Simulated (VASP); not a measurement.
# NbB3 (Pm) in VASP: single point with PBE

Aim: the single point of NbB3 with PBE.

Everything below comes from runs of VASP 6.6.1. Logs are shortened: lines on timing, memory, paths and dates and some standing lists are left out, and cuts for length are marked.

## (1) The cell of the first run

It takes space group Pm (No. 6, monoclinic). The conventional cell has a = 2.987 Å, b = 2.965 Å, c = 4.031 Å, α = 90.00°, β = 90.98°, γ = 90.00°. Within 3.1 Å of Nb (site symmetry m) lie 12 B at 2.35 to 2.71 Å and 4 Nb at 2.97 to 2.99 Å. Within 2.4 Å of B (site symmetry m) lie 6 B at 1.80 to 2.27 Å and 1 Nb at 2.35 Å. B (site symmetry m) has 4 B at 1.77 to 1.81 Å and 4 Nb at 2.37 to 2.40 Å within 2.4 Å. B (site symmetry m) has 6 B at 1.77 to 2.27 Å within 2.4 Å.

## (2) Single point, PBE

Contents of INCAR:

```
ALGO = Normal
EDIFF = 1E-6
ENCUT = 520
GGA = PE
ISIF = 2
ISMEAR = 0
LASPH = T
LCHARG = F
LREAL = F
LWAVE = F
NBANDS = 19
NELM = 60
PREC = Accurate
SIGMA = 0.1
```

Contents of KPOINTS:

```
k-points
0
Gamma
  16 16 12
```

Contents of POSCAR:

```
NbB3
1.0
    2.9868861692      0.0000000000     -0.0066082062
    0.0000000000      2.9650011199      0.0000000000
   -0.0601578887      0.0000000000      4.0306910988
Nb B
1 3
Direct
    0.9970974937      0.0000000000      0.0831062893
    0.5476997516      0.0000000000      0.5548888718
    0.4844221033      0.5000000000      0.8041912557
    0.9707806515      0.5000000000      0.5578135833
```

Potentials or basis: VASP PAW PBE potentials, release 64 (Nb_sv, B).

Run with:

```sh
cat potpaw_PBE.64/Nb_sv/POTCAR potpaw_PBE.64/B/POTCAR > POTCAR
mpirun -np 1 vasp_std > vasp.out
```

OUTCAR:

```text
EDIFF = 1E-6
   ENCUT = 520
   GGA = PE
   ISIF = 2
   ISMEAR = 0
   LASPH = T
   LREAL = F
   NELM = 60
   PREC = Accurate

 ion  position               nearest neighbor table
   1  0.997  0.000  0.083-   2 2.35   3 2.37   3 2.37   3 2.40   3 2.40   4 2.42   4 2.42   2 2.49
                             2 2.50   4 2.58   4 2.58
   2  0.548  0.000  0.555-   3 1.80   3 1.80   4 1.95   4 1.95   1 2.35   1 2.49   1 2.50
   3  0.484  0.500  0.804-   4 1.77   2 1.80   2 1.80   4 1.81   1 2.37   1 2.37   1 2.40   1 2.40

   4  0.971  0.500  0.558-   3 1.77   3 1.81   2 1.95   2 1.95   1 2.42   1 2.42   1 2.58   1 2.58

  LATTYP: Found a simple monoclinic cell.
 ALAT       =     2.9868934792
 B/A-ratio  =     0.9926705256
 C/A-ratio  =     1.3496095622
 COS(beta)  =    -0.0171354125

  Lattice vectors:

 A1 = (   2.9868861692,   0.0000000000,  -0.0066082062)
 A2 = (   0.0000000000,   2.9650011199,   0.0000000000)
 A3 = (  -0.0601578887,   0.0000000000,   4.0306910988)

Analysis of symmetry for initial positions (statically):
=====================================================================
 Subroutine PRICEL returns:
 Original cell was already a primitive cell.

 Routine SETGRP: Setting up the symmetry group for a
 simple monoclinic supercell.

 Subroutine GETGRP returns: Found  2 space group operations
 (whereof  2 operations were pure point group operations)
 out of a pool of  4 trial point group operations.

The static configuration has the point symmetry C_1h.

Analysis of symmetry for dynamics (positions and initial velocities):
=====================================================================
 Subroutine PRICEL returns:
 Original cell was already a primitive cell.

 Routine SETGRP: Setting up the symmetry group for a
 simple monoclinic supercell.

 Subroutine GETGRP returns: Found  2 space group operations
 (whereof  2 operations were pure point group operations)
 out of a pool of  4 trial point group operations.

The dynamic configuration has the point symmetry C_1h.

 Subroutine INISYM returns: Found  2 space group operations
 (whereof  2 operations are pure point group operations),
 and found     1 'primitive' translations

----------------------------------------------------------------------------------------

                                     Primitive cell

  volume of cell :      35.6951

  direct lattice vectors                    reciprocal lattice vectors
     2.986886169  0.000000000 -0.006608206     0.334807878  0.000000000  0.004996993
     0.000000000  2.965001120  0.000000000     0.000000000  0.337268001  0.000000000
    -0.060157889  0.000000000  4.030691099     0.000548908  0.000000000  0.248104605

  length of vectors
     2.986893479  2.965001120  4.031140001     0.334845166  0.337268001  0.248105212

  position of ions in fractional coordinates (direct lattice)
     0.997097494  0.000000000  0.083106289
     0.547699752  0.000000000  0.554888872
     0.484422103  0.500000000  0.804191256
     0.970780651  0.500000000  0.557813583

  ion indices of the primitive-cell ions
   primitive index   ion index
                 1           1
                 2           2
                 3           3
                 4           4

----------------------------------------------------------------------------------------

 KPOINTS: k-points

Automatic generation of k-mesh.
 Grid dimensions read from file:
 generate k-points for:   16   16   12

 Generating k-lattice:

  Cartesian coordinates                     Fractional coordinates (reciprocal lattice)
     0.020925492  0.000000000  0.000312312     0.062500000  0.000000000  0.000000000
     0.000000000  0.021079250  0.000000000     0.000000000  0.062500000  0.000000000
     0.000045742  0.000000000  0.020675384     0.000000000  0.000000000  0.083333333

  Length of vectors
     0.020927823  0.021079250  0.020675434

  Shift w.r.t. Gamma in fractional coordinates (k-lattice)
     0.000000000  0.000000000  0.000000000

 Subroutine IBZKPT returns following result:
 ===========================================

 Found    882 irreducible k-points:

 Following reciprocal coordinates:
            Coordinates               Weight
  0.000000  0.000000  0.000000      1.000000
  0.062500  0.000000  0.000000      2.000000
  0.125000  0.000000  0.000000      2.000000
  0.187500  0.000000 -0.000000      2.000000
  0.250000  0.000000  0.000000      2.000000
  0.312500  0.000000  0.000000      2.000000
[... 16 lines left out ...]
  0.250000  0.125000  0.000000      4.000000
  0.312500  0.125000  0.000000      4.000000
 [... further k-points ...]
   k-points           NKPTS =    882   k-points in BZ     NKDIM =    882   number of bands    NBANDS=     19
   number of dos      NEDOS =    301   number of ions     NIONS =      4
   total plane-waves  NPLWV =  17280
   dimension x,y,z NGX =    24 NGY =   24 NGZ =   30
   dimension x,y,z NGXF=    48 NGYF=   48 NGZF=   60
   ions per type =               1   3
   NGX,Y,Z   is equivalent  to a cutoff of  13.36, 13.46, 12.37 a.u.
   NGXF,Y,Z  is equivalent  to a cutoff of  26.72, 26.91, 24.74 a.u.
 SYSTEM =  unknown system
   PREC   = accura    normal or accurate (medium, high low for compatibility)
   ISTART =      0    job   : 0-new  1-cont  2-samecut
   ICHARG =      2    charge: 1-file 2-atom 10-const
   ISPIN  =      1    spin polarized calculation?
   LNONCOLLINEAR =      F non collinear calculations
   LSORBIT =      F    spin-orbit coupling
   LASPH  =      T    aspherical Exc in radial PAW
   ENCUT  =  520.0 eV  38.22 Ry    6.18 a.u.   5.55  5.51  7.50*2*pi/ulx,y,z
   NELM   =     60;   NELMIN=  2; NELMDL= -5     # of ELM steps
   EDIFF  = 0.1E-05   stopping-criterion for ELM
   LREAL  =      F    real-space projection
   EDIFFG = 0.1E-04   stopping-criterion for IOM
   NSW    =      0    number of steps for IOM
   IBRION =     -1    ionic relax: 0-MD 1-quasi-New 2-CG
   NFREE  =      0    steps in history (QN), initial steepest desc. (CG)
   ISIF   =      2    stress and relaxation
   ISYM   =      2    0-nonsym 1-usesym 2-fastsym
   POTIM  = 0.5000    time-step for ionic-motion
   TEBEG  =    0.0;   TEEND  =   0.0 temperature during run
   PSTRESS=    0.0 pullay stress
   NELECT =      22.0000    total number of electrons
   NUPDOWN=      -1.0000    fix difference up-down
   EMIN   =  10.00;   EMAX   =-10.00  energy-range for DOS
   EFERMI =   0.00;   METHOD = LEGACY
   ISMEAR =     0;   SIGMA  =   0.10  broadening in eV -4-tet -1-fermi 0-gaus
   EFERMI_NEDOS =   21; number of points for ismear=-14 and -15
   IALGO  =     38    algorithm
   IMIX   =      4    mixing-type and parameters
     AMIX     =   0.40;   BMIX     =  1.00
     AMIX_MAG =   1.60;   BMIX_MAG =  1.00
  volume/ion in A,a.u.               =       8.92        60.22
  Fermi-wavevector in a.u.,A,eV,Ry     =   1.393198  2.632762 26.408915  1.941000
  Thomas-Fermi vector in A             =   2.516867
   LORBIT       =      0    0 simple, 1 ext, 2 COOP (PROOUT), +10 PAW based schemes
   GGA     = PE    functional components
   LHFCALC =     F    Hartree Fock is set to
   AEXX    =    0.0000 exact exchange contribution
   IVDW    =     0    specifies the selected vdW correction
   LEPSILON=     F    determine dielectric tensor
   LRPA    =     F    only Hartree local field effects (RPA)
 non-spin polarized calculation
 Gauss-broadening in eV      SIGMA  =   0.10
  energy-cutoff  :      520.00
  volume of cell :       35.70
 maximum number of plane-waves:       984
 NGX is ok and might be reduce to    24
   NGX = 11   NGY = 11   NGZ = 15

 number of electron      22.0000001 magnetization

 Free energy of the ion-electron system (eV)
  ---------------------------------------------------
  ext. energy  EPLUGINS =         0.00000000
  ---------------------------------------------------
  free energy    TOTEN  =       -30.95149501 eV

  energy without entropy =      -30.94719081  energy(sigma->0) =      -30.94934291

 E-fermi :  10.5126     XC(G=0): -12.7136

 val. band max:       10.5117082516   @ k =  -0.4375   0.0625   0.2500
 cond. band min:      10.5150643058   @ k =  -0.0625   0.3125   0.3333
 fundamental gap:      0.0033560542
 Fermi energy:        10.5126276077

 k-point     1 :       0.0000    0.0000    0.0000
  band No.  band energies     occupation
      1     -44.6160      2.00000
      2     -20.8721      2.00000
      3     -20.3706      2.00000
      4     -20.3470      2.00000
      5      -4.2951      2.00000
      6       4.4267      2.00000
[... 11 lines left out ...]
     18      17.9329      0.00000
     19      19.4436      0.00000

 k-point     2 :       0.0625    0.0000    0.0000
  band No.  band energies     occupation
      1     -44.6134      2.00000
      2     -20.8685      2.00000
      3     -20.3984      2.00000
      4     -20.3444      2.00000
      5      -4.2394      2.00000
      6       4.4440      2.00000
[... 11 lines left out ...]
     18      17.8710      0.00000
     19      19.5076      0.00000

 k-point     3 :       0.1250    0.0000    0.0000
  band No.  band energies     occupation
      1     -44.6062      2.00000
      2     -20.8582      2.00000
      3     -20.4767      2.00000
      4     -20.3372      2.00000
      5      -4.0741      2.00000
      6       4.3871      2.00000
[... 11 lines left out ...]
     18      17.7680      0.00000
     19      19.6992      0.00000

 k-point     4 :       0.1875    0.0000   -0.0000
  band No.  band energies     occupation
      1     -44.5952      2.00000
      2     -20.8428      2.00000
      3     -20.5921      2.00000
      4     -20.3264      2.00000
      5      -3.8033      2.00000
      6       3.7840      2.00000
[... 407 lines left out ...]
     18      18.4896      0.00000
     19      19.7378      0.00000

 k-point    23 :       0.2500    0.1250    0.0000
  band No.  band energies     occupation
      1     -44.5718      2.00000
      2     -20.8111      2.00000
      3     -20.7113      2.00000
      4     -20.4232      2.00000
      5      -3.2210      2.00000
      6       2.9866      2.00000
[... 11 lines left out ...]
     18      18.6315      0.00000
     19      19.4612      0.00000

 k-point    24 :       0.3125    0.1250    0.0000
  band No.  band energies     occupation
      1     -44.5589      2.00000
      2     -20.8480      2.00000
      3     -20.7860      2.00000
      4     -20.4092      2.00000
      5      -2.7666      2.00000
      6       2.0142      2.00000
[... 11 lines left out ...]
     18      18.6569      0.00000
     19      19.3458      0.00000

 [... further k-points ...]

------------------------ aborting loop because EDIFF is reached ----------------------------------------

  FORCE on cell =-STRESS in cart. coord.  units (eV):
  Direction    XX          YY          ZZ          XY          YZ          ZX
  --------------------------------------------------------------------------------------
  -------------------------------------------------------------------------------------
  Total       -0.0497260     -0.0507968     -0.0723355      0.0000000      0.0000000     -0.0036191
  in kB       -2.2319547     -2.2800180     -3.2467856      0.0000000      0.0000000     -0.1624420
  external PRESSURE =      -2.5862528 kB  Pullay stress =       0.0000000 kB

 VOLUME and BASIS-vectors are now :
 -----------------------------------------------------------------------------
  energy-cutoff  :      520.00
  volume of cell :       35.70
      direct lattice vectors                 reciprocal lattice vectors
     2.986886169  0.000000000 -0.006608206     0.334807878  0.000000000  0.004996993
     0.000000000  2.965001120  0.000000000     0.000000000  0.337268001  0.000000000
    -0.060157889  0.000000000  4.030691099     0.000548908  0.000000000  0.248104605

 POSITION                                       TOTAL-FORCE (eV/Angst)
 -----------------------------------------------------------------------------------
      2.97322      0.00000      0.32839        -0.001043      0.000000     -0.005681
      1.60254      0.00000      2.23297        -0.002174      0.000000     -0.005859
      1.39854      1.48250      3.23825        -0.002379      0.000000      0.017871
      2.86605      1.48250      2.24196         0.005595      0.000000     -0.006331
 -----------------------------------------------------------------------------------
    total drift:                                0.000335     -0.000000     -0.000562

  FREE ENERGIE OF THE ION-ELECTRON SYSTEM (eV)
  ---------------------------------------------------
  free  energy   TOTEN  =       -30.9514950068 eV

  energy  without entropy=      -30.9471908069  energy(sigma->0) =      -30.94934291
```

It took 16 min on 1 thread of AMD EPYC 7R13, shared host; peak memory 0.57 GiB.

Results:

| Item | Value |
| --- | --- |
| Free energy | -30.9515 eV |
| Pressure | -0.3 GPa |
| Largest force | 0.018 eV/Å |
| Band gap on the k mesh | zero (band 11 reaches 12.45 eV, above the bottom of band 12 at 9.82 eV) |

Forces on the atoms (eV/Å):
```
Nb  -0.001  0.000 -0.006
B   -0.002  0.000 -0.006
B   -0.002  0.000  0.018
B    0.006  0.000 -0.006
```
